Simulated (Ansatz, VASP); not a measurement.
**MgCdSe in VASP and in Ansatz**

```
Mg Cd Se
1.0
     3.93802    0.00000    0.00000
     0.00000    3.93802    0.00000
     0.00000    0.00000    5.93296
Mg Cd Se
1 1 1
Cartesian
  1.9690 1.9690 2.9665
  1.9690 1.9690 0.0000
  0.0000 0.0000 0.0000
```

Alike in both runs: functional PBE; k mesh 4 × 4 × 4; occupations gaussian, width 0.1 eV; no spin polarisation.

Ansatz relaxed the structure, and its values are those at the end. VASP's run is a single point on that final structure, the one shown.

|  | VASP | Ansatz |
| --- | --- | --- |
| version | VASP 6.6.1 | Ansatz 0.2.0 |
| potentials or method | VASP PAW PBE potentials, release 64 (Mg, Cd, Se), cutoff 520 eV | scalar-relativistic, plane waves, PAW |
| valence electrons in the cell | 20 | 46 |

VASP gave:

```
gap on the k mesh at the Fermi level (eV) : none
pressure (GPa)                            : 0.2
```

Estimate Ansatz's values.

gap on the k mesh at the Fermi level (eV): none; pressure (GPa): 0.0.

A gap of «none» marks a metal or a gap that the smearing closes. VASP's potentials hold 20 valence electrons a cell and Ansatz's 46, so a difference there can come from the potentials and not from the codes.

The k mesh is coarse, so the values compare programs but aren't converged.
